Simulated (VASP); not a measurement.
Wanted: the native input for a VASP 6.6.1 run.

| Quantity | Value |
| --- | --- |
| Task | single point |
| Functional | LDA |
| Potentials or basis | VASP PAW LDA potentials, release 64 (Al) |
| Cutoff | 520 eV |
| k mesh | 22 × 22 × 22 |
| Occupations | gaussian, width 0.15 eV |
| Spin | no spin polarisation |
| Dipole correction | no |
| Further INCAR settings | ALGO = Fast; EDIFF = 1e-06; NBANDS = 8 |

The structure of Al lies in POSCAR:

```
Al
1.0
   -1.5034622312      1.5034622312      1.7458203429
    1.5034622312     -1.5034622312      1.7458203429
    1.5034622312      1.5034622312     -1.7458203429
Al
1
Direct
    0.0000000000      0.0000000000      0.0000000000
```

These files were run (other wordings do the same):

INCAR

```
SYSTEM = Al
  ALGO = Fast
  EDIFF = 1E-6
  ENCUT = 520
  ISIF = 2
  ISMEAR = 0
  LASPH = .True.
  LCHARG = .False.
  LREAL = .False.
  LWAVE = .False.
  NBANDS = 8
  NELM = 100
  PREC = Accurate
  SIGMA = 0.15
```

KPOINTS

```
k-points
0
Gamma
  22 22 22
  0 0 0
```

Potentials or basis: VASP PAW LDA potentials, release 64 (Al).

The run is started by

```console
$ cat potpaw_LDA.64/Al/POTCAR > POTCAR
$ mpirun -np 1 vasp_std > vasp.out
```

Results of the run:

```yaml
Pressure: 1.7 GPa
Band_gap_on_the_k_mesh: zero (an odd number of electrons rules out a gap without spin polarisation)
```

Caveat: the stress differs along the axes, from -1 to 7 GPa.

Run time: 66 s on 1 thread of Intel Xeon 8259CL, on a shared host, peak memory 0.19 GiB.
